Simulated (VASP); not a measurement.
# Y (Fm-3m) in VASP: further runs, part 3 of 3

VASP 6.6.1. Earlier steps stand in the parts before.

**5. Electric field gradients, PBE (volume scaled by 1.06)**

File INCAR:

```
ALGO = Normal
EDIFF = 1E-8
ENCUT = 520
GGA = PE
ISIF = 2
ISMEAR = -1
LASPH = T
LCHARG = F
LEFG = T
LREAL = F
LWAVE = F
NBANDS = 12
NELM = 80
PREC = Accurate
SIGMA = 0.05
```

File KPOINTS:

```
k-points
0
Gamma
  13 13 13
```

File POSCAR:

```
Y
1.0
    0.0000000000      2.5337378637      2.5337378637
    2.5337378637      0.0000000000      2.5337378637
    2.5337378637      2.5337378637      0.0000000000
Y
1
Direct
    0.0000000000      0.0000000000      0.0000000000
```

Potentials or basis: VASP PAW PBE potentials, release 64 (Y_sv).

Started as:

```sh
$ cat potpaw_PBE.64/Y_sv/POTCAR > POTCAR
$ mpirun -np 1 vasp_std > vasp.out
```

OUTCAR:

```text
EDIFF = 1E-8
   ENCUT = 520
   GGA = PE
   ISIF = 2
   ISMEAR = -1
   LASPH = T
   LREAL = F
   NELM = 80
   PREC = Accurate

 ion  position               nearest neighbor table
   1  0.000  0.000  0.000-

  LATTYP: Found a face centered cubic cell.
 ALAT       =     5.0674757274

  Lattice vectors:

 A1 = (   0.0000000000,   2.5337378637,   2.5337378637)
 A2 = (   2.5337378637,   0.0000000000,   2.5337378637)
 A3 = (   2.5337378637,   2.5337378637,   0.0000000000)

Analysis of symmetry for initial positions (statically):
=====================================================================
 Subroutine PRICEL returns:
 Original cell was already a primitive cell.

 Routine SETGRP: Setting up the symmetry group for a
 face centered cubic supercell.

 Subroutine GETGRP returns: Found 48 space group operations
[... 539 lines left out ...]
  external PRESSURE =      -2.1131615 kB  Pullay stress =       0.0000000 kB

 VOLUME and BASIS-vectors are now :
 -----------------------------------------------------------------------------
  energy-cutoff  :      520.00
  volume of cell :       32.53
      direct lattice vectors                 reciprocal lattice vectors
     0.000000000  2.533737864  2.533737864    -0.197336910  0.197336910  0.197336910
     2.533737864  0.000000000  2.533737864     0.197336910 -0.197336910  0.197336910
     2.533737864  2.533737864  0.000000000     0.197336910  0.197336910 -0.197336910

 POSITION                                       TOTAL-FORCE (eV/Angst)
 -----------------------------------------------------------------------------------
      0.00000      0.00000      0.00000         0.000000     -0.000000      0.000000
 -----------------------------------------------------------------------------------
    total drift:                               -0.000000     -0.000000     -0.000000

  FREE ENERGIE OF THE ION-ELECTRON SYSTEM (eV)
  ---------------------------------------------------
  free  energy   TOTEN  =        -6.4141894792 eV

  energy  without entropy=       -6.4019200504  energy(sigma->0) =       -6.40805476

 Electric field gradients (V/A^2)
---------------------------------------------------------------------
 ion       V_xx      V_yy      V_zz      V_xy      V_xz      V_yz
---------------------------------------------------------------------
   1      -0.000    -0.000     0.000    -0.000    -0.000    -0.000
---------------------------------------------------------------------

 Electric field gradients after diagonalization (V/A^2)
 (convention: |V_zz| > |V_xx| > |V_yy|)
----------------------------------------------------------------------
 ion       V_xx      V_yy      V_zz     asymmetry (V_yy - V_xx)/ V_zz
----------------------------------------------------------------------
   1       0.000     0.000    -0.000       0.000
----------------------------------------------------------------------

           NMR quadrupolar parameters

 Cq : quadrupolar parameter    Cq=e*Q*V_zz/h
 eta: asymmetry parameters     (V_yy - V_xx)/ V_zz
 Q  : nuclear electric quadrupole moment in mb (millibarn)
----------------------------------------------------------------------
 ion       Cq(MHz)       eta       Q (mb)
----------------------------------------------------------------------
   1      -0.000       0.000       1.000
----------------------------------------------------------------------
```

OSZICAR:

```text
N       E                     dE             d eps       ncg     rms          rms(c)
DAV:   1     0.245004235038E+02    0.24500E+02   -0.56541E+03  2024   0.830E+02
DAV:   2    -0.531281180722E+01   -0.29813E+02   -0.29048E+02  2444   0.164E+02
DAV:   3    -0.657240871540E+01   -0.12596E+01   -0.12402E+01  2960   0.217E+01
DAV:   4    -0.659999138824E+01   -0.27583E-01   -0.27557E-01  2308   0.298E+00
DAV:   5    -0.660038020544E+01   -0.38882E-03   -0.38878E-03  2668   0.300E-01    0.221E+01
DAV:   6    -0.644400297490E+01    0.15638E+00   -0.19179E-01  2144   0.292E+00    0.136E+01
DAV:   7    -0.641801043334E+01    0.25993E-01   -0.28462E-01  2388   0.356E+00    0.120E+00
DAV:   8    -0.641435724956E+01    0.36532E-02   -0.37005E-02  2348   0.147E+00    0.227E-01
DAV:   9    -0.641423463154E+01    0.12262E-03   -0.69046E-04  2472   0.216E-01    0.102E-01
DAV:  10    -0.641418893291E+01    0.45699E-04   -0.19609E-04  2240   0.118E-01    0.355E-02
DAV:  11    -0.641419077777E+01   -0.18449E-05   -0.21038E-05  2300   0.368E-02    0.188E-02
DAV:  12    -0.641418989019E+01    0.88758E-06   -0.13862E-06  2344   0.102E-02    0.846E-03
DAV:  13    -0.641418947771E+01    0.41248E-06   -0.41145E-07  2448   0.448E-03    0.456E-04
DAV:  14    -0.641418946109E+01    0.16614E-07   -0.16705E-08  2144   0.868E-04    0.418E-04
DAV:  15    -0.641418947791E+01   -0.16819E-07   -0.83349E-10  1244   0.224E-04    0.777E-05
DAV:  16    -0.641418947923E+01   -0.13169E-08   -0.14572E-10  1136   0.101E-04
   1 F= -.64141895E+01 E0= -.64080548E+01  d E =-.122694E-01
```

Wall time 1.9 min (1 thread of AMD EPYC 7R13, shared host); peak memory 0.16 GiB.

What came out:

```yaml
Free_energy: -6.4142 eV
Pressure: -0.2 GPa
```

Caveat: without QUAD_EFG the Cq values of the log hold for a quadrupole moment of 1 mb, not for the nuclei.

**6. Overview**

```csv
cell,gap on the mesh (eV),pressure (GPa)
"a = 3.514 Å, angles 60.0°, 1 atom",none,2.3
"a = 3.549 Å, angles 60.0°, 1 atom",none,1.0
"a = 3.583 Å, angles 60.0°, 1 atom",none,-0.2
```

Alike in all rows: task electric field gradients; level PBE; potentials or basis VASP PAW PBE potentials, release 64 (Y_sv); no spin polarisation; k mesh 13 × 13 × 13; cutoff (eV) 520; smearing fermi-dirac 0.05 eV.

Absolute energies hang on the potentials; compare differences alone.
